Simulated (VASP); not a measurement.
# HfN in VASP: notebook

HfN is run at these levels: r2SCAN, PBE; tasks: single point.

Everything below comes from runs of VASP 6.6.1. Logs are shortened: lines on timing, memory, paths and dates and some standing lists are left out, and cuts for length are marked.

**1. The cell of the first run**

Symmetry: I4mm, No. 107, tetragonal system. The conventional cell has a = 3.199 Å, b = 3.199 Å, c = 4.525 Å, α = 90.00°, β = 90.00°, γ = 90.00°. Within 2.9 Å of Hf (site symmetry 4mm) lie 6 N at 2.21 to 2.31 Å. Within 2.9 Å of N (site symmetry 4mm) lie 6 Hf at 2.21 to 2.31 Å.

**2. Single point, r2SCAN (atom 1 (Hf) moved 0.05 Å along z)**

Input file POSCAR:

```
HfN
1.0
    0.0000000000      2.2623875418      2.2623875418
    2.2623875418      0.0000000000      2.2623875418
    2.2623875418      2.2623875418      0.0000000000
Hf N
1 1
Direct
    0.5110502730      0.5110502730      0.4889497270
    0.0000000000      0.0000000000      0.0000000000
```

Input file INCAR.step1:

```
SYSTEM = HfN
  ALGO = Normal
  EDIFF = 1E-4
  ENCUT = 520
  GGA = PE
  ISMEAR = 0
  LASPH = .True.
  LCHARG = .False.
  LREAL = .False.
  LWAVE = .True.
  NBANDS = 14
  NELM = 100
  PREC = Accurate
  SIGMA = 0.05
```

Input file INCAR.step2:

```
SYSTEM = HfN
  ALGO = Normal
  EDIFF = 1E-6
  ENCUT = 520
  ISIF = 2
  ISMEAR = 0
  ISTART = 1
  LASPH = .True.
  LCHARG = .True.
  LELF = .True.
  LMIXTAU = .True.
  LREAL = .False.
  LVHAR = .True.
  LWAVE = .False.
  METAGGA = R2SCAN
  NBANDS = 14
  NELM = 100
  PREC = Accurate
  SIGMA = 0.05
```

Input file KPOINTS:

```
k-points
0
Gamma
  12 12 12
  0 0 0
```

Potentials or basis: VASP PAW PBE potentials, release 64 (Hf_pv, N).

Run with:

```sh
> cat potpaw_PBE.64/Hf_pv/POTCAR potpaw_PBE.64/N/POTCAR > POTCAR
> cp INCAR.step1 INCAR
> mpirun -np 1 vasp_std > vasp.out
> cp INCAR.step2 INCAR
> mpirun -np 1 vasp_std > vasp.out
```

OUTCAR:

```text
SYSTEM = HfN
   EDIFF = 1E-6
   ENCUT = 520
   ISIF = 2
   ISMEAR = 0
   ISTART = 1
   LASPH = .True.
   LREAL = .False.
   METAGGA = R2SCAN
   NELM = 100
   PREC = Accurate

 ion  position               nearest neighbor table
   1  0.511  0.511  0.489-   2 2.21   2 2.26   2 2.26   2 2.26   2 2.26   2 2.31
   2  0.000  0.000  0.000-   1 2.21   1 2.26   1 2.26   1 2.26   1 2.26   1 2.31

  LATTYP: Found a face centered cubic cell.
 ALAT       =     4.5247750836

  Lattice vectors:

 A1 = (   0.0000000000,   2.2623875418,   2.2623875418)
 A2 = (   2.2623875418,   0.0000000000,   2.2623875418)
 A3 = (   2.2623875418,   2.2623875418,   0.0000000000)

Analysis of symmetry for initial positions (statically):
=====================================================================
 Subroutine PRICEL returns:
 Original cell was already a primitive cell.

 Routine SETGRP: Setting up the symmetry group for a
 face centered cubic supercell.

 Subroutine GETGRP returns: Found  8 space group operations
 (whereof  8 operations were pure point group operations)
 out of a pool of 48 trial point group operations.

The static configuration has the point symmetry C_4v.

Analysis of symmetry for dynamics (positions and initial velocities):
=====================================================================
 Subroutine PRICEL returns:
 Original cell was already a primitive cell.

 Routine SETGRP: Setting up the symmetry group for a
 face centered cubic supercell.

 Subroutine GETGRP returns: Found  8 space group operations
 (whereof  8 operations were pure point group operations)
 out of a pool of 48 trial point group operations.

The dynamic configuration has the point symmetry C_4v.

 Subroutine INISYM returns: Found  8 space group operations
 (whereof  8 operations are pure point group operations),
 and found     1 'primitive' translations

----------------------------------------------------------------------------------------

                                     Primitive cell

  volume of cell :      23.1596

  direct lattice vectors                    reciprocal lattice vectors
     0.000000000  2.262387542  2.262387542    -0.221005460  0.221005460  0.221005460
     2.262387542  0.000000000  2.262387542     0.221005460 -0.221005460  0.221005460
     2.262387542  2.262387542  0.000000000     0.221005460  0.221005460 -0.221005460

  length of vectors
     3.199499145  3.199499145  3.199499145     0.382792686  0.382792686  0.382792686

[... 85 lines left out ...]
   NFREE  =      0    steps in history (QN), initial steepest desc. (CG)
   ISIF   =      2    stress and relaxation
   ISYM   =      2    0-nonsym 1-usesym 2-fastsym
   POTIM  = 0.5000    time-step for ionic-motion
   TEBEG  =    0.0;   TEEND  =   0.0 temperature during run
   PSTRESS=    0.0 pullay stress
   NELECT =      15.0000    total number of electrons
   NUPDOWN=      -1.0000    fix difference up-down
   EMIN   =  10.00;   EMAX   =-10.00  energy-range for DOS
   EFERMI =   0.00;   METHOD = LEGACY
   ISMEAR =     0;   SIGMA  =   0.05  broadening in eV -4-tet -1-fermi 0-gaus
   EFERMI_NEDOS =   21; number of points for ismear=-14 and -15
   IALGO  =     38    algorithm
   IMIX   =      4    mixing-type and parameters
     AMIX     =   0.40;   BMIX     =  1.00
     AMIX_MAG =   1.60;   BMIX_MAG =  1.00
  volume/ion in A,a.u.               =      11.58        78.14
  Fermi-wavevector in a.u.,A,eV,Ry     =   1.416429  2.676663 27.296989  2.006272
  Thomas-Fermi vector in A             =   2.537765
   LORBIT       =      0    0 simple, 1 ext, 2 COOP (PROOUT), +10 PAW based schemes
   METAGGA = R2SCAN    functional components
   LHFCALC =     F    Hartree Fock is set to
   AEXX    =    0.0000 exact exchange contribution
   IVDW    =     0    specifies the selected vdW correction
   LEPSILON=     F    determine dielectric tensor
   LRPA    =     F    only Hartree local field effects (RPA)
 non-spin polarized calculation
 Gauss-broadening in eV      SIGMA  =   0.05
  energy-cutoff  :      520.00
  volume of cell :       23.16
 maximum number of plane-waves:       636
   NGX = 11   NGY = 11   NGZ = 11

 number of electron      15.0000000 magnetization

 Free energy of the ion-electron system (eV)
  ---------------------------------------------------
  ext. energy  EPLUGINS =         0.00000000
  ---------------------------------------------------
  free energy    TOTEN  =       -58.22804924 eV

  energy without entropy =      -58.22762748  energy(sigma->0) =      -58.22783836

 E-fermi :   8.5411     XC(G=0): -13.5343

 val. band max:        8.4827286683   @ k =  -0.0833   0.0833   0.0000
 cond. band min:       8.5427737400   @ k =  -0.1667   0.2500   0.0833
 fundamental gap:      0.0600450717
 Fermi energy:         8.5411280066

 k-point     1 :       0.0000    0.0000    0.0000
  band No.  band energies     occupation
      1     -24.0587      2.00000
      2     -24.0559      2.00000
      3     -24.0559      2.00000
      4     -10.1872      2.00000
      5       5.0250      2.00000
      6       5.0250      2.00000
      7       5.0257      2.00000
      8       8.1578      2.00000
      9       8.2023      2.00000
     10       8.2023      2.00000
     11      10.4950      0.00000
     12      10.5003      0.00000
     13      10.5510      0.00000
     14      18.5255      0.00000
[... 377 lines left out ...]
      1     -24.6356      2.00000
      2     -24.1665      2.00000
      3     -24.0900      2.00000
      4      -8.7003      2.00000
      5       1.0660      2.00000
      6       2.5880      2.00000
      7       3.1027      2.00000
      8       9.1352      0.00000
      9       9.8114      0.00000
     10      11.1561      0.00000
     11      12.8814      0.00000
     12      14.6451      0.00000
     13      15.3663      0.00000
     14      19.4550      0.00000

 [... further k-points ...]
[... 5 lines left out ...]
  --------------------------------------------------------------------------------------
  -------------------------------------------------------------------------------------
  Total       -0.3726213     -0.3726213     -0.2513549      0.0000000     -0.0000000      0.0000000
  in kB      -25.7778852    -25.7778852    -17.3886949      0.0000000     -0.0000000      0.0000000
  external PRESSURE =     -22.9814885 kB  Pullay stress =       0.0000000 kB

 VOLUME and BASIS-vectors are now :
 -----------------------------------------------------------------------------
  energy-cutoff  :      520.00
  volume of cell :       23.16
      direct lattice vectors                 reciprocal lattice vectors
     0.000000000  2.262387542  2.262387542    -0.221005460  0.221005460  0.221005460
     2.262387542  0.000000000  2.262387542     0.221005460 -0.221005460  0.221005460
     2.262387542  2.262387542  0.000000000     0.221005460  0.221005460 -0.221005460

 POSITION                                       TOTAL-FORCE (eV/Angst)
 -----------------------------------------------------------------------------------
      2.26239      2.26239      2.31239         0.000000      0.000000     -0.584581
      0.00000      0.00000      0.00000         0.000000      0.000000      0.584581
 -----------------------------------------------------------------------------------
    total drift:                               -0.000000     -0.000000     -0.001155

  FREE ENERGIE OF THE ION-ELECTRON SYSTEM (eV)
  ---------------------------------------------------
  free  energy   TOTEN  =       -58.2280492365 eV

  energy  without entropy=      -58.2276274833  energy(sigma->0) =      -58.22783836
```

OSZICAR.step1:

```text
N       E                     dE             d eps       ncg     rms          rms(c)
DAV:   1     0.323773239725E+02    0.32377E+02   -0.79244E+03  4580   0.103E+03
DAV:   2    -0.229526722395E+02   -0.55330E+02   -0.51082E+02  5934   0.231E+02
DAV:   3    -0.247472452561E+02   -0.17946E+01   -0.17866E+01  5254   0.323E+01
DAV:   4    -0.247539498371E+02   -0.67046E-02   -0.67036E-02  5490   0.226E+00
DAV:   5    -0.247539948309E+02   -0.44994E-04   -0.44994E-04  5286   0.162E-01    0.487E+01
DAV:   6    -0.218575733733E+02    0.28964E+01   -0.82800E+00  5050   0.221E+01    0.414E+01
DAV:   7    -0.217774570968E+02    0.80116E-01   -0.46258E-01  5716   0.605E+00    0.265E+01
DAV:   8    -0.217559750403E+02    0.21482E-01   -0.11024E-01  5296   0.286E+00    0.606E+00
DAV:   9    -0.217501334721E+02    0.58416E-02   -0.16495E-02  5110   0.103E+00    0.195E+00
DAV:  10    -0.217500404363E+02    0.93036E-04   -0.11156E-03  6034   0.323E-01    0.444E-01
DAV:  11    -0.217500085574E+02    0.31879E-04   -0.71084E-05  3080   0.860E-02
   1 F= -.21750009E+02 E0= -.21749789E+02  d E =-.438165E-03
```

Wall time 98 s (1 thread of Intel Xeon 6975P-C (Granite Rapids), shared host); peak memory 0.18 GiB.

What came out:

| Property | Result |
| --- | --- |
| Free energy | -58.2280 eV |
| Pressure | -2.3 GPa |
| Largest force | 0.585 eV/Å |

Forces on the atoms (eV/Å):
```
Hf   0.000  0.000 -0.585
N    0.000  0.000  0.585
```

Levels at points of the mesh, in eV from the Fermi level:
```csv
k point,band 6,band 7,band 8,band 9,band 10,band 11
"(0.00, 0.00, 0.00)",-3.52,-3.52,-0.38,-0.34,-0.34,1.95
"(0.50, 0.00, 0.00)",-6.68,-6.67,3.31,3.68,3.71,4.55
"(0.50, 0.50, 0.00)",-4.19,-4.19,-3.92,4.07,5.47,5.47
"(0.00, 0.50, 0.50)",-4.46,-4.19,-3.64,4.08,5.48,5.48
```

Caveat: the cell differs from its parent crystal (atom 1 (Hf) moved 0.05 Å along z); the PAW data sets were made with another functional, which shifts forces and pressure a little; spin-orbit coupling is left out, which moves the levels of the heavy elements.

**3. Single point, r2SCAN**

Input file POSCAR:

```
HfN
1.0
    0.0113119377      2.2623875418      2.2623875418
    2.2736994795      0.0000000000      2.2736994795
    2.2623875418      2.2623875418      0.0113119377
Hf N
1 1
Direct
    0.5000000000      0.5000000000      0.5000000000
    0.0000000000      0.0000000000      0.0000000000
```

Input file INCAR.step1:

```
SYSTEM = HfN
  PREC = Accurate
  ENCUT = 520
  ISMEAR = 0
  SIGMA = 0.05
  LREAL = .False.
  LASPH = .True.
  NELM = 100
  NBANDS = 14
  GGA = PE
  ALGO = Normal
  EDIFF = 1E-4
  LWAVE = .True.
  LCHARG = .False.
```

Input file INCAR.step2:

```
SYSTEM = HfN
  PREC = Accurate
  ENCUT = 520
  EDIFF = 1E-6
  ISMEAR = 0
  SIGMA = 0.05
  LREAL = .False.
  LASPH = .True.
  NELM = 100
  ALGO = Normal
  ISIF = 2
  LWAVE = .False.
  LCHARG = .False.
  METAGGA = R2SCAN
  LMIXTAU = .True.
  NBANDS = 14
  ISTART = 1
```

Input file KPOINTS:

```
regular mesh
0
Gamma
  12 12 12
  0 0 0
```

Potentials or basis: VASP PAW PBE potentials, release 64 (Hf_pv, N).

Run with:

```sh
> cat potpaw_PBE.64/Hf_pv/POTCAR potpaw_PBE.64/N/POTCAR > POTCAR
> cp INCAR.step1 INCAR
> mpirun -np 1 vasp_std > vasp.out
> cp INCAR.step2 INCAR
> mpirun -np 1 vasp_std > vasp.out
```

Wall time 2.5 min (1 thread of Intel Xeon 6975P-C (Granite Rapids), shared host); peak memory 0.22 GiB.

Results (log left out):

| Quantity | Value |
| --- | --- |
| Free energy | -58.2417 eV |
| Pressure | -2.6 GPa |

Stress tensor (GPa, compression positive):
```
-2.64  0.00 -1.45
 0.00 -2.63  0.00
-1.45  0.00 -2.64
```

Levels at points of the mesh, in eV from the Fermi level:
```csv
k point,band 4,band 5,band 6,band 7,band 8,band 9,band 10,band 11
"(0.00, 0.00, 0.00)",-18.71,-3.48,-3.45,-3.43,-0.44,-0.37,-0.28,1.98
"(0.50, 0.00, 0.00)",-16.04,-9.34,-6.72,-6.65,3.34,3.70,3.84,4.54
"(0.00, 0.50, 0.00)",-16.06,-9.35,-6.66,-6.59,3.29,3.66,3.76,4.58
"(0.50, 0.50, 0.00)",-17.65,-5.97,-4.16,-4.16,-3.90,4.09,5.49,5.50
"(0.50, 0.00, 0.50)",-17.65,-5.97,-4.20,-4.12,-3.90,4.09,5.50,5.50
```

Caveat: the PAW data sets were made with another functional, which shifts forces and pressure a little; spin-orbit coupling is left out, which moves the levels of the heavy elements.

**4. Single point, PBE**

This run uses another cell than the first one, of 11.64 Å³/atom, 1.005 times its volume.

Input file INCAR:

```
SYSTEM = HfN
PREC = Accurate
ENCUT = 600
EDIFF = 1E-6
ISMEAR = 0
SIGMA = 0.05
LREAL = .FALSE.
LASPH = .TRUE.
NELM = 120
ALGO = Normal
ISIF = 2
LWAVE = .FALSE.
LCHARG = .FALSE.
GGA = PE
NBANDS = 14
GGA_COMPAT = .FALSE.
```

Input file KPOINTS:

```
Automatic mesh
0
G
  8 8 8
  0 0 0
```

Input file POSCAR:

```
HfN
1.0
    0.0000000000      2.2665065634      2.2665065634
    2.2665065634      0.0000000000      2.2665065634
    2.2665065634      2.2665065634      0.0000000000
Hf N
1 1
Direct
    0.5000000000      0.5000000000      0.5000000000
    0.0000000000      0.0000000000      0.0000000000
```

Run with:

```sh
> cat potpaw_PBE.64/Hf_pv/POTCAR potpaw_PBE.64/N/POTCAR > POTCAR
> mpirun -np 1 vasp_std > vasp.out
```

It took 9.6 s on 1 thread of AMD EPYC 9R45 (Zen 5), shared host; peak memory 0.13 GiB.

It converged, with:

```yaml
Free_energy: -21.7446 eV
Pressure: 0.4 GPa
```

Levels at points of the mesh, in eV from the Fermi level:
```
           k point  band 6  band 7  band 8  band 9  band 10  band 11
(0.00, 0.00, 0.00)   -3.00   -3.00   -0.34   -0.34    -0.34     1.71
(0.50, 0.00, 0.00)   -6.12   -6.12    3.24    3.66     3.66     4.38
(0.50, 0.50, 0.00)   -3.76   -3.67   -3.67    4.05     5.45     5.45
```

Caveat: spin-orbit coupling is left out, which moves the levels of the heavy elements.

[end of part 1 of 2]
